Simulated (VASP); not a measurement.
Au:

```
Au
1.0
     0.00000    3.11672    3.11672
     3.11672    0.00000    3.11672
     3.11672    3.11672    0.00000
Au
3
Direct
  0.25000 0.25000 0.25000
  0.75000 0.75000 0.75000
  0.50000 0.50000 0.50000
```

* Program: VASP 6.6.1
* Task: relaxation of cell and atoms
* Functional: PBE
* Potentials or basis: VASP PAW PBE potentials, release 64 (Au)
* Cutoff: 600 eV
* k mesh: 6 × 6 × 6
* Occupations: gaussian, width 0.1 eV
* Spin: no spin polarisation

At the start: pressure 7.4 GPa; volume 20.18 Å³/atom.

Question: How do energy, volume and symmetry change on relaxing?

Answer: Over 3 steps the energy falls by 28.3 meV/atom and the volume is 21.51 Å³/atom (+6.6 %); space group Fm-3m (No. 225, to 0.05 Å).

The path:
```csv
step,energy change (eV),largest force (eV/Å),pressure (GPa),volume (Å³)
1,0.0000,0.0000,7.42,60.55
2,0.0025,0.0000,-5.59,69.12
3,-0.0848,0.0000,-0.07,64.54
```

Final structure:
```xyz
3
Lattice="0.0000 3.1836 3.1836 3.1836 0.0000 3.1836 3.1836 3.1836 0.0000" Properties=species:S:1:pos:R:3 pbc="T T T"
Au    1.5918    1.5918    1.5918
Au    4.7754    4.7754    4.7754
Au    3.1836    3.1836    3.1836
```
